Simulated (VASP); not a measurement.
Here is a VASP 6.6.1 calculation.

Contents of INCAR:

```
SYSTEM = Ba3SbP
ALGO = Normal ; EDIFF = 1E-7
ENCUT = 520 ; GGA = PE
ISIF = 2 ; ISMEAR = 0
LASPH = .True. ; LCHARG = .False.
LREAL = .False. ; LWAVE = .False.
NBANDS = 28 ; NELM = 100
PREC = Accurate ; SIGMA = 0.27211386245988
```

Contents of KPOINTS:

```
Automatic mesh
0
Gamma
  1 1 1
  0.25 0.25 0.25
```

The input POSCAR:

```
Ba3SbP
1.0
    6.1131770000      0.0000000000      0.0000000000
    0.0000000000      6.1131770000      0.0000000000
    0.0000000000      0.0000000000      6.1131770000
Ba Sb P
3 1 1
Direct
    0.0000000000      0.5000000000      0.5000000000
    0.5000000000      0.0000000000      0.5000000000
    0.5000000000      0.5000000000      0.0000000000
    0.0000000000      0.0000000000      0.0000000000
    0.5000000000      0.5000000000      0.5000000000
```

Potentials or basis: VASP PAW PBE potentials, release 64 (Ba_sv, Sb, P).

The run is started by

```sh
$ cat potpaw_PBE.64/Ba_sv/POTCAR potpaw_PBE.64/Sb/POTCAR potpaw_PBE.64/P/POTCAR > POTCAR
$ mpirun -np 1 vasp_std > vasp.out
```

(1) What does it give for the pressure?

(2) What does it give for the band gap on the k mesh?

Answers

(1) -0.3 GPa.

(2) 2.10 eV.

Caveat: the k points lie up to 1.03 Å⁻¹ apart; spin-orbit coupling is left out, which moves the levels of the heavy elements.
